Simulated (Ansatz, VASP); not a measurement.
## Ni in VASP and in Ansatz

Contents of INCAR:

```
ALGO = Normal
EDIFF = 1E-6
ENCUT = 520
GGA = CA
ISIF = 2
ISMEAR = -1
ISPIN = 2
LASPH = T
LCHARG = F
LMAXMIX = 4
LORBIT = 11
LREAL = F
LWAVE = F
MAGMOM = 1.5
NBANDS = 15
NELM = 150
PREC = Accurate
SIGMA = 0.05
```

The input KPOINTS:

```
k-points
0
Gamma
  20 20 20
```

File POSCAR:

```
Ni
1.0
    0.0000000000      1.7560842062      1.7560842062
    1.7560842062      0.0000000000      1.7560842062
    1.7560842062      1.7560842062      0.0000000000
Ni
1
Direct
    0.0000000000      0.0000000000      0.0000000000
```

Input for Ansatz:

```yaml
crystal:
  lattice:
    - [0.0, 1.7560842062, 1.7560842062]
    - [1.7560842062, 0.0, 1.7560842062]
    - [1.7560842062, 1.7560842062, 0.0]
  atoms:
    - { symbol: Ni, position: [0.0, 0.0, 0.0], spin: 1.5 }
magnetization:
  spin_polarized: true
kpoints:
  mp_grid: { grid: [20, 20, 20] }
  band_path:
    path:
      - [0.0, 0.0, 0.0]
      - [0.5, 0.0, 0.5]
      - [0.625, 0.25, 0.625]
      - [0.375, 0.375, 0.75]
      - [0.0, 0.0, 0.0]
      - [0.5, 0.5, 0.5]
      - [0.5, 0.25, 0.75]
      - [0.5, 0.0, 0.5]
    npoints: 5
scf:
  occupations: { method: fermi_dirac, width: 0.05 }
hamiltonian:
  xc: lda
  pseudopotentials: { kind: all_electron, lapw: { basis_error: 0.00025 } }
output:
  forces: true
  stress: true
  eigenvalues: true
```

Change from the starting cell: volume scaled by 0.98.

Alike in both runs: task single point; functional LDA; k mesh 20 × 20 × 20; occupations fermi-dirac, width 0.05 eV; collinear spin.

|  | VASP | Ansatz |
| --- | --- | --- |
| version | VASP 6.6.1 | Ansatz 0.2.0 |
| potentials or method | VASP PAW LDA potentials, release 64 (Ni), cutoff 520 eV | all-electron LAPW, scalar-relativistic |

Ansatz gave:

| Item | Value |
| --- | --- |
| pressure (GPa) | -16.2 |
| net moment per atom (μB) | 0.62 |
| size of the moment on the site where the two differ most (μB) | 0.64 |

Estimate VASP's values.

pressure (GPa): -15.9; net moment per atom (μB): 0.61; size of the moment on the site where the two differ most (μB): 0.61.

LDA's correlation is that of Perdew and Zunger in VASP and of Perdew and Wang (1992) in Ansatz. Site moments also hang on the region over which each program counts them. Ansatz ran all-electron here, and VASP with PAW potentials.
